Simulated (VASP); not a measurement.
MoS2:

```
Mo S
1.0
     3.17302    0.00000    0.00000
    -1.58651    2.74792    0.00000
     0.00000    0.00000   12.43590
Mo S
2 4
Direct
  0.33333 0.66667 0.25000
  0.66667 0.33333 0.75000
  0.66667 0.33333 0.37510
  0.66667 0.33333 0.12490
  0.33333 0.66667 0.87510
  0.33333 0.66667 0.62490
```

Base run:

```yaml
Program: VASP 6.6.1
Functional: r2SCAN
Potentials_or_basis: VASP PAW PBE potentials, release 64 (Mo_sv, S)
Cutoff: 520 eV
k_mesh: 9 × 9 × 2
Occupations: gaussian, width 0.01 eV
Spin: no spin polarisation
```

Its results: band gap on the k mesh 1.10 eV (least direct gap 1.75 eV); pressure 1.2 GPa; largest force 0.050 eV/Å.

The run is repeated on the same cell with these changes: functional from r2SCAN to PBE; further incar settings from ALGO = Normal; EDIFF = 1e-06; NBANDS = 35 to ALGO = Normal; EDIFF = 1e-07; NBANDS = 35. What comes out?

Band gap on the k mesh 1.02 eV (least direct gap 1.64 eV); pressure 2.3 GPa; largest force 0.098 eV/Å.

Caveats: the PAW data sets were made with another functional, which shifts forces and pressure a little (at least some runs); this functional lacks dispersion, which binds layers or chains, so the pressure and a relaxed spacing across them are unreliable (at least some runs).

A k mesh can miss the band edges.
